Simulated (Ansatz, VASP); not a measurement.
# SnSe2: VASP beside Ansatz

```xyz
6
Lattice="5.5861 0.0000 0.0000 -2.7930 4.8377 0.0000 0.0000 0.0000 5.8338" Properties=species:S:1:pos:R:3 pbc="T T T"
Sn    0.0000    3.2251    5.4128
Sn    2.7930    1.6126    5.4128
Se    2.7930    0.0000    2.2266
Se   -1.3965    2.4188    2.2266
Se    1.3965    2.4188    2.2266
Se    0.0000    0.0000    5.0623
```

Alike in both runs: functional PBE; k mesh 6 × 6 × 4; occupations gaussian, width 0.1 eV; no spin polarisation.

Ansatz relaxed the structure, and its values are those at the end. VASP's run is a single point on that final structure, the one shown.

|  | VASP | Ansatz |
| --- | --- | --- |
| version | VASP 6.6.1 | Ansatz 0.2.0 |
| potentials or method | VASP PAW PBE potentials, release 64 (Sn_d, Se), cutoff 520 eV | scalar-relativistic, plane waves, PAW |
| valence electrons in the cell | 52 | 92 |

|  | VASP | Ansatz | Ansatz less VASP |
| --- | --- | --- | --- |
| gap on the k mesh at the Fermi level (eV) | none | none | - |
| pressure (GPa) | 0.0 | 0.0 | 0.00 |

A gap of «none» marks a metal or a gap that the smearing closes. VASP's potentials hold 52 valence electrons a cell and Ansatz's 92, so a difference there can come from the potentials and not from the codes.
